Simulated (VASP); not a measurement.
# CdS (Hawleyite) (R3m) in VASP: notebook

CdS (Hawleyite) is run at these levels: PBEsol; tasks: single point.

All numbers are computed with VASP 6.6.1; they aren't measurements. Logs are shortened: lines on timing, memory, paths and dates and some standing lists are left out, and cuts for length are marked.

## Step 1: The cell of the first run

It takes space group R3m (No. 160, trigonal). The conventional cell has a = 4.125 Å, b = 4.125 Å, c = 10.103 Å, α = 90.00°, β = 90.00°, γ = 120.00°. Cd (site symmetry 3m) has 4 S at 2.45 to 2.78 Å within 3.2 Å. S (site symmetry 3m) has 4 Cd at 2.45 to 2.78 Å within 3.2 Å.

## Step 2: Single point, PBEsol (shortest bond scaled by 1.1)

The input, INCAR:

```
SYSTEM = CdS
ALGO = Normal
EDIFF = 1E-6
ENCUT = 520
GGA = PS
ISIF = 2
ISMEAR = -1
LASPH = .TRUE.
LCHARG = .FALSE.
LREAL = .FALSE.
LWAVE = .FALSE.
NBANDS = 16
NELM = 80
PREC = Accurate
SIGMA = 0.03
```

The input, KPOINTS:

```
k-points
0
G
  7 7 7
  0 0 0
```

The input, POSCAR:

```
CdS
1.0
    0.0000000000      2.9165000000      2.9165000000
    2.9165000000      0.0000000000      2.9165000000
    2.9165000000      2.9165000000      0.0000000000
Cd S
1 1
Direct
    0.0375000000     -0.0125000000     -0.0125000000
    0.2125000000      0.2625000000      0.2625000000
```

Potentials or basis: VASP PAW PBE potentials, release 64 (Cd, S).

Run with:

```
$ cat potpaw_PBE.64/Cd/POTCAR potpaw_PBE.64/S/POTCAR > POTCAR
$ mpirun -np 1 vasp_std > vasp.out
```

OUTCAR:

```text
SYSTEM = CdS
   EDIFF = 1E-6
   ENCUT = 520
   GGA = PS
   ISIF = 2
   ISMEAR = -1
   LASPH = .TRUE.
   LREAL = .FALSE.
   NELM = 80
   PREC = Accurate

 ion  position               nearest neighbor table
   1  0.038  0.987  0.987-   2 2.45   2 2.45   2 2.45   2 2.78
   2  0.212  0.263  0.263-   1 2.45   1 2.45   1 2.45   1 2.78

  LATTYP: Found a face centered cubic cell.
 ALAT       =     5.8330000000

  Lattice vectors:

 A1 = (   0.0000000000,   2.9165000000,   2.9165000000)
 A2 = (   2.9165000000,   0.0000000000,   2.9165000000)
 A3 = (   2.9165000000,   2.9165000000,   0.0000000000)

Analysis of symmetry for initial positions (statically):
=====================================================================
 Subroutine PRICEL returns:
 Original cell was already a primitive cell.

 Routine SETGRP: Setting up the symmetry group for a
 face centered cubic supercell.

 Subroutine GETGRP returns: Found  6 space group operations
 (whereof  6 operations were pure point group operations)
 out of a pool of 48 trial point group operations.

The static configuration has the point symmetry C_3v.

Analysis of symmetry for dynamics (positions and initial velocities):
=====================================================================
 Subroutine PRICEL returns:
 Original cell was already a primitive cell.

 Routine SETGRP: Setting up the symmetry group for a
 face centered cubic supercell.

 Subroutine GETGRP returns: Found  6 space group operations
 (whereof  6 operations were pure point group operations)
 out of a pool of 48 trial point group operations.

The dynamic configuration has the point symmetry C_3v.

 Subroutine INISYM returns: Found  6 space group operations
 (whereof  6 operations are pure point group operations),
 and found     1 'primitive' translations

----------------------------------------------------------------------------------------

                                     Primitive cell

  volume of cell :      49.6153

  direct lattice vectors                    reciprocal lattice vectors
     0.000000000  2.916500000  2.916500000    -0.171438368  0.171438368  0.171438368
     2.916500000  0.000000000  2.916500000     0.171438368 -0.171438368  0.171438368
     2.916500000  2.916500000  0.000000000     0.171438368  0.171438368 -0.171438368

  length of vectors
     4.124553855  4.124553855  4.124553855     0.296939964  0.296939964  0.296939964

[... 73 lines left out ...]
   ICHARG =      2    charge: 1-file 2-atom 10-const
   ISPIN  =      1    spin polarized calculation?
   LNONCOLLINEAR =      F non collinear calculations
   LSORBIT =      F    spin-orbit coupling
   LASPH  =      T    aspherical Exc in radial PAW
   ENCUT  =  520.0 eV  38.22 Ry    6.18 a.u.   7.67  7.67  7.67*2*pi/ulx,y,z
   NELM   =     80;   NELMIN=  2; NELMDL= -5     # of ELM steps
   EDIFF  = 0.1E-05   stopping-criterion for ELM
   LREAL  =      F    real-space projection
   EDIFFG = 0.1E-04   stopping-criterion for IOM
   NSW    =      0    number of steps for IOM
   IBRION =     -1    ionic relax: 0-MD 1-quasi-New 2-CG
   NFREE  =      0    steps in history (QN), initial steepest desc. (CG)
   ISIF   =      2    stress and relaxation
   ISYM   =      2    0-nonsym 1-usesym 2-fastsym
   POTIM  = 0.5000    time-step for ionic-motion
   TEBEG  =    0.0;   TEEND  =   0.0 temperature during run
   PSTRESS=    0.0 pullay stress
   NELECT =      18.0000    total number of electrons
   NUPDOWN=      -1.0000    fix difference up-down
   EMIN   =  10.00;   EMAX   =-10.00  energy-range for DOS
   EFERMI =   0.00;   METHOD = LEGACY
   ISMEAR =    -1;   SIGMA  =   0.03  broadening in eV -4-tet -1-fermi 0-gaus
   EFERMI_NEDOS =   21; number of points for ismear=-14 and -15
   IALGO  =     38    algorithm
   IMIX   =      4    mixing-type and parameters
     AMIX     =   0.40;   BMIX     =  1.00
     AMIX_MAG =   1.60;   BMIX_MAG =  1.00
  volume/ion in A,a.u.               =      24.81       167.41
  Fermi-wavevector in a.u.,A,eV,Ry     =   1.167599  2.206442 18.548649  1.363287
  Thomas-Fermi vector in A             =   2.304097
   LORBIT       =      0    0 simple, 1 ext, 2 COOP (PROOUT), +10 PAW based schemes
   GGA     = PS    functional components
   LHFCALC =     F    Hartree Fock is set to
   AEXX    =    0.0000 exact exchange contribution
   IVDW    =     0    specifies the selected vdW correction
   LEPSILON=     F    determine dielectric tensor
   LRPA    =     F    only Hartree local field effects (RPA)
 non-spin polarized calculation
  energy-cutoff  :      520.00
  volume of cell :       49.62
 maximum number of plane-waves:      1363
   NGX = 15   NGY = 15   NGZ = 15

 number of electron      18.0000001 magnetization

 Free energy of the ion-electron system (eV)
  ---------------------------------------------------
  ext. energy  EPLUGINS =         0.00000000
  ---------------------------------------------------
  free energy    TOTEN  =        -6.70310773 eV

  energy without entropy =       -6.70310773  energy(sigma->0) =       -6.70310773

 E-fermi :   1.7361     XC(G=0):  -9.3771

 val. band max:        1.1773596601   @ k =   0.0000   0.0000   0.0000
 cond. band min:       2.2696863133   @ k =   0.0000   0.0000   0.0000
 fundamental gap:      1.0923266532
 Fermi energy:         1.7361073128

 k-point     1 :       0.0000    0.0000    0.0000
  band No.  band energies     occupation
      1     -11.2361      2.00000
      2      -6.6812      2.00000
      3      -6.6812      2.00000
      4      -6.3459      2.00000
      5      -6.0846      2.00000
      6      -6.0846      2.00000
[... 433 lines left out ...]
      3      -6.4444      2.00000
      4      -6.2340      2.00000
      5      -6.0154      2.00000
      6      -5.7551      2.00000
[... 8 lines left out ...]
     15      13.8533      0.00000
     16      15.4348      0.00000

 [... further k-points ...]
[... 5 lines left out ...]
  --------------------------------------------------------------------------------------
  -------------------------------------------------------------------------------------
  Total        0.3738160      0.3738160      0.3738160      0.6319251     -0.6319251      0.6319251
  in kB       12.0712567     12.0712567     12.0712567     20.4061107    -20.4061107     20.4061107
  external PRESSURE =      12.0712567 kB  Pullay stress =       0.0000000 kB

 VOLUME and BASIS-vectors are now :
 -----------------------------------------------------------------------------
  energy-cutoff  :      520.00
  volume of cell :       49.62
      direct lattice vectors                 reciprocal lattice vectors
     0.000000000  2.916500000  2.916500000    -0.171438368  0.171438368  0.171438368
     2.916500000  0.000000000  2.916500000     0.171438368 -0.171438368  0.171438368
     2.916500000  2.916500000  0.000000000     0.171438368  0.171438368 -0.171438368

 POSITION                                       TOTAL-FORCE (eV/Angst)
 -----------------------------------------------------------------------------------
      5.76009      2.98941      2.98941         0.407411     -0.407411     -0.407411
      1.53116      1.38534      1.38534        -0.407411      0.407411      0.407411
 -----------------------------------------------------------------------------------
    total drift:                                0.000046     -0.000047     -0.000047

  FREE ENERGIE OF THE ION-ELECTRON SYSTEM (eV)
  ---------------------------------------------------
  free  energy   TOTEN  =        -6.7031077282 eV

  energy  without entropy=       -6.7031077280  energy(sigma->0) =       -6.70310773
```

Wall time 24 s (1 thread of Intel Xeon Platinum 8488C (Sapphire Rapids), shared host); peak memory 0.19 GiB.

What came out:

* Free energy: -6.7031 eV
* Pressure: 1.2 GPa
* Largest force: 0.706 eV/Å
* Band gap on the k mesh: 1.09 eV, direct

Forces on the atoms (eV/Å):
```
Cd   0.407 -0.407 -0.407
S   -0.407  0.407  0.407
```

Stress tensor (GPa, compression positive):
```
 1.21  2.04  2.04
 2.04  1.21 -2.04
 2.04 -2.04  1.21
```

Caveat: the cell differs from its parent crystal (shortest bond scaled by 1.1); the PAW data sets were made with another functional, which shifts forces and pressure a little.

## Step 3: Single point, PBEsol (shortest bond scaled by 0.88)

The input, INCAR:

```
ALGO = Normal
EDIFF = 1E-7
ENCUT = 520
GGA = PS
ISIF = 2
ISMEAR = -1
LASPH = True
LCHARG = False
LREAL = False
LWAVE = False
NBANDS = 16
NELM = 100
PREC = Accurate
SIGMA = 0.03
```

The input, KPOINTS:

```
k-points
0
Gamma
  7 7 7
```

The input, POSCAR:

```
CdS
1.0
    0.0000000000      2.9165000000      2.9165000000
    2.9165000000      0.0000000000      2.9165000000
    2.9165000000      2.9165000000      0.0000000000
Cd S
1 1
Direct
   -0.0450000000      0.0150000000      0.0150000000
    0.2950000000      0.2350000000      0.2350000000
```

Potentials or basis: VASP PAW PBE potentials, release 64 (Cd, S).

Run with:

```
$ cat potpaw_PBE.64/Cd/POTCAR potpaw_PBE.64/S/POTCAR > POTCAR
$ mpirun -np 1 vasp_std > vasp.out
```

It took 26 s on 1 thread of Intel Xeon Platinum 8488C (Sapphire Rapids), shared host; peak memory 0.19 GiB.

Results (log left out):

```yaml
Free_energy: -6.4417 eV
Pressure: 3.5 GPa
Largest_force: 3.053 eV/Å
Band_gap_on_the_k_mesh: 1.04 eV, direct
```

Forces on the atoms (eV/Å):
```
Cd  -1.763  1.763  1.763
S    1.763 -1.763 -1.763
```

Stress tensor (GPa, compression positive):
```
 3.52 -6.59 -6.59
-6.59  3.52  6.59
-6.59  6.59  3.52
```

Levels at points of the mesh, in eV from the valence-band top:
| k point | band 5 | band 6 | band 7 | band 8 | band 9 | band 10 | band 11 | band 12 | band 13 | band 14 |
| --- | --- | --- | --- | --- | --- | --- | --- | --- | --- | --- |
| (0.00, 0.00, 0.00) | -7.44 | -7.44 | -0.33 | 0.00 | 0.00 | 1.04 | 6.33 | 6.33 | 6.82 | 10.96 |

Caveat: the cell differs from its parent crystal (shortest bond scaled by 0.88); the PAW data sets were made with another functional, which shifts forces and pressure a little.

## Step 4: Single point, PBEsol (shortest bond scaled by 0.82)

The input, INCAR:

```
SYSTEM = CdS
ALGO = Normal
EDIFF = 1E-6
ENCUT = 520
GGA = PS
ISIF = 2
ISMEAR = -1
LASPH = .TRUE.
LCHARG = .TRUE.
LELF = .TRUE.
LREAL = .FALSE.
LVHAR = .TRUE.
LWAVE = .FALSE.
NBANDS = 16
NELM = 60
PREC = Accurate
SIGMA = 0.03
```

The input, KPOINTS:

```
k-points
0
G
  7 7 7
  0 0 0
```

The input, POSCAR:

```
CdS
1.0
    0.0000000000      2.9165000000      2.9165000000
    2.9165000000      0.0000000000      2.9165000000
    2.9165000000      2.9165000000      0.0000000000
Cd S
1 1
Direct
   -0.0675000000      0.0225000000      0.0225000000
    0.3175000000      0.2275000000      0.2275000000
```

Potentials or basis: VASP PAW PBE potentials, release 64 (Cd, S).

Run with:

```
$ cat potpaw_PBE.64/Cd/POTCAR potpaw_PBE.64/S/POTCAR > POTCAR
$ mpirun -np 1 vasp_std > vasp.out
```

OUTCAR:

```text
SYSTEM = CdS
   EDIFF = 1E-6
   ENCUT = 520
   GGA = PS
   ISIF = 2
   ISMEAR = -1
   LASPH = .TRUE.
   LREAL = .FALSE.
   NELM = 60
   PREC = Accurate

 ion  position               nearest neighbor table
   1  0.932  0.023  0.023-   2 2.07   2 2.71   2 2.71   2 2.71
   2  0.318  0.227  0.227-   1 2.07   1 2.71   1 2.71   1 2.71

  LATTYP: Found a face centered cubic cell.
 ALAT       =     5.8330000000

  Lattice vectors:

 A1 = (   0.0000000000,   2.9165000000,   2.9165000000)
 A2 = (   2.9165000000,   0.0000000000,   2.9165000000)
 A3 = (   2.9165000000,   2.9165000000,   0.0000000000)

Analysis of symmetry for initial positions (statically):
=====================================================================
 Subroutine PRICEL returns:
 Original cell was already a primitive cell.

 Routine SETGRP: Setting up the symmetry group for a
 face centered cubic supercell.

 Subroutine GETGRP returns: Found  6 space group operations
 (whereof  6 operations were pure point group operations)
 out of a pool of 48 trial point group operations.

The static configuration has the point symmetry C_3v.

Analysis of symmetry for dynamics (positions and initial velocities):
[... 159 lines left out ...]

 val. band max:        1.3418365523   @ k =   0.0000   0.0000   0.0000
 cond. band min:       2.4274286934   @ k =   0.0000   0.0000   0.0000
 fundamental gap:      1.0855921411
 Fermi energy:         1.9103474119

 k-point     1 :       0.0000    0.0000    0.0000
  band No.  band energies     occupation
      1     -11.6711      2.00000
      2      -7.1172      2.00000
      3      -6.8248      2.00000
      4      -6.8248      2.00000
      5      -6.3221      2.00000
      6      -6.3221      2.00000
[... 433 lines left out ...]
      3      -6.6009      2.00000
      4      -6.4823      2.00000
      5      -6.2917      2.00000
      6      -6.1304      2.00000
[... 8 lines left out ...]
     15      13.7876      0.00000
     16      15.3360      0.00000

 [... further k-points ...]

------------------------ aborting loop because EDIFF is reached ----------------------------------------

  FORCE on cell =-STRESS in cart. coord.  units (eV):
  Direction    XX          YY          ZZ          XY          YZ          ZX
  --------------------------------------------------------------------------------------
  -------------------------------------------------------------------------------------
  Total        2.9240596      2.9240596      2.9240596     -4.1846361      4.1846361     -4.1846361
  in kB       94.4236677     94.4236677     94.4236677   -135.1301750    135.1301750   -135.1301750
  external PRESSURE =      94.4236677 kB  Pullay stress =       0.0000000 kB

 VOLUME and BASIS-vectors are now :
 -----------------------------------------------------------------------------
  energy-cutoff  :      520.00
  volume of cell :       49.62
      direct lattice vectors                 reciprocal lattice vectors
     0.000000000  2.916500000  2.916500000    -0.171438368  0.171438368  0.171438368
     2.916500000  0.000000000  2.916500000     0.171438368 -0.171438368  0.171438368
     2.916500000  2.916500000  0.000000000     0.171438368  0.171438368 -0.171438368

 POSITION                                       TOTAL-FORCE (eV/Angst)
 -----------------------------------------------------------------------------------
      0.13124      2.78526      2.78526        -3.791263      3.791263      3.791263
      1.32701      1.58949      1.58949         3.791263     -3.791263     -3.791263
 -----------------------------------------------------------------------------------
    total drift:                               -0.000105      0.000106      0.000106

  FREE ENERGIE OF THE ION-ELECTRON SYSTEM (eV)
  ---------------------------------------------------
  free  energy   TOTEN  =        -5.7378939303 eV

  energy  without entropy=       -5.7378939302  energy(sigma->0) =       -5.73789393
```

stdout:

```text
POSCAR found type information on POSCAR CdS
 POSCAR found :  2 types and       2 ions
 scaLAPACK will be used
 -----------------------------------------------------------------------------
|                                                                             |
|                                                                             |
|     You enforced a specific xc type in the INCAR file but a different       |
|     I HOPE YOU KNOW WHAT YOU ARE DOING!                                     |
|                                                                             |
 -----------------------------------------------------------------------------

 LDA part: xc-table for (Slater+PW92), standard interpolation
 POSCAR, INCAR and KPOINTS ok, starting setup
 FFT: planning ... GRIDC
 FFT: planning ... GRID_SOFT
 FFT: planning ... GRID
 WAVECAR not read
 entering main loop
```

Wall time 24 s (1 thread of Intel Xeon Platinum 8488C (Sapphire Rapids), shared host); peak memory 0.19 GiB.

Results:

```yaml
Free_energy: -5.7379 eV
Pressure: 9.4 GPa
Largest_force: 6.567 eV/Å
Band_gap_on_the_k_mesh: 1.09 eV, direct
```

Forces on the atoms (eV/Å):
```
Cd  -3.791  3.791  3.791
S    3.791 -3.791 -3.791
```

Levels at points of the mesh, in eV from the valence-band top:
| k point | band 6 | band 7 | band 8 | band 9 | band 10 | band 11 | band 12 | band 13 |
| --- | --- | --- | --- | --- | --- | --- | --- | --- |
| (0.00, 0.00, 0.00) | -7.66 | -0.53 | 0.00 | 0.00 | 1.09 | 6.28 | 6.28 | 7.18 |

Caveat: the cell differs from its parent crystal (shortest bond scaled by 0.82); the PAW data sets were made with another functional, which shifts forces and pressure a little.

## Step 5: Single point, PBEsol (shortest bond scaled by 0.58)

The input, INCAR:

```
SYSTEM = CdS
PREC = Accurate ; ENCUT = 520
EDIFF = 1E-7 ; ISMEAR = -1
SIGMA = 0.03 ; LREAL = .False.
LASPH = .True. ; NELM = 60
ALGO = Normal ; ISIF = 2
LWAVE = .False. ; LCHARG = .False.
GGA = PS ; NBANDS = 16
```

The input, KPOINTS:

```
regular mesh
0
Gamma
  7 7 7
  0 0 0
```

The input, POSCAR:

```
CdS
1.0
    0.0000000000      2.9165000000      2.9165000000
    2.9165000000      0.0000000000      2.9165000000
    2.9165000000      2.9165000000      0.0000000000
Cd S
1 1
Direct
   -0.1575000000      0.0525000000      0.0525000000
    0.4075000000      0.1975000000      0.1975000000
```

Run with:

```
$ cat potpaw_PBE.64/Cd/POTCAR potpaw_PBE.64/S/POTCAR > POTCAR
$ mpirun -np 1 vasp_std > vasp.out
```

Wall time 26 s (1 thread of Intel Xeon Platinum 8488C (Sapphire Rapids), shared host); peak memory 0.18 GiB.

The run converged. Its results:

```
Free energy            : 11.8092 eV
Pressure               : 111.7 GPa
Largest force          : 73.254 eV/Å
Band gap on the k mesh : 1.38 eV, indirect (least direct gap 1.43 eV)
```

Forces on the atoms (eV/Å):
```
Cd  -42.293  42.293  42.293
S    42.293 -42.293 -42.293
```

Stress tensor (GPa, compression positive):
```
 111.68 -114.38 -114.38
-114.38  111.68  114.38
-114.38  114.38  111.68
```

Levels at points of the mesh, in eV from the valence-band top:
```
           k point  band 5  band 6  band 7  band 8  band 9  band 10  band 11  band 12  band 13  band 14
(0.00, 0.00, 0.00)   -9.98   -9.98   -0.49   -0.05   -0.05     1.38     6.33     6.33     8.37    10.05
```

Caveat: the cell differs from its parent crystal (shortest bond scaled by 0.58); the PAW data sets were made with another functional, which shifts forces and pressure a little.

## Step 6: Single point, PBEsol (shortest bond scaled by 0.58, partial waves polarizable)

The input, INCAR:

```
  PREC = Accurate
  ENCUT = 520
  EDIFF = 1E-7
  ISMEAR = -1
  SIGMA = 0.03
  LREAL = False
  LASPH = True
  NELM = 60
  ALGO = Normal
  ISIF = 2
  LWAVE = False
  LCHARG = False
  GGA = PS
  NBANDS = 16
```

The input, KPOINTS:

```
Automatic mesh
0
Gamma
  7 7 7
```

POSCAR is that of step 5.

Potentials or basis: VASP PAW PBE potentials, release 64 (Cd, S).

Run with:

```
$ cat potpaw_PBE.64/Cd/POTCAR potpaw_PBE.64/S/POTCAR > POTCAR
$ mpirun -np 1 vasp_std > vasp.out
```

It took 26 s on 1 thread of Intel Xeon Platinum 8488C (Sapphire Rapids), shared host; peak memory 0.19 GiB.

It converged, with:

| Quantity | Value |
| --- | --- |
| Free energy | 11.8092 eV |
| Pressure | 111.7 GPa |
| Largest force | 73.254 eV/Å |
| Band gap on the k mesh | 1.38 eV, indirect (least direct gap 1.43 eV) |

Forces in eV/Å, atoms in the order of the input:
```
Cd  -42.293  42.293  42.293
S    42.293 -42.293 -42.293
```

Stress tensor (GPa, compression positive):
```
 111.68 -114.38 -114.38
-114.38  111.68  114.38
-114.38  114.38  111.68
```

Levels at points of the mesh, in eV from the valence-band top:
| k point | band 5 | band 6 | band 7 | band 8 | band 9 | band 10 | band 11 | band 12 | band 13 | band 14 |
| --- | --- | --- | --- | --- | --- | --- | --- | --- | --- | --- |
| (0.00, 0.00, 0.00) | -9.98 | -9.98 | -0.49 | -0.05 | -0.05 | 1.38 | 6.33 | 6.33 | 8.37 | 10.05 |

Caveat: the cell differs from its parent crystal (shortest bond scaled by 0.58, partial waves polarizable); the PAW data sets were made with another functional, which shifts forces and pressure a little. A k mesh can miss the band edges.
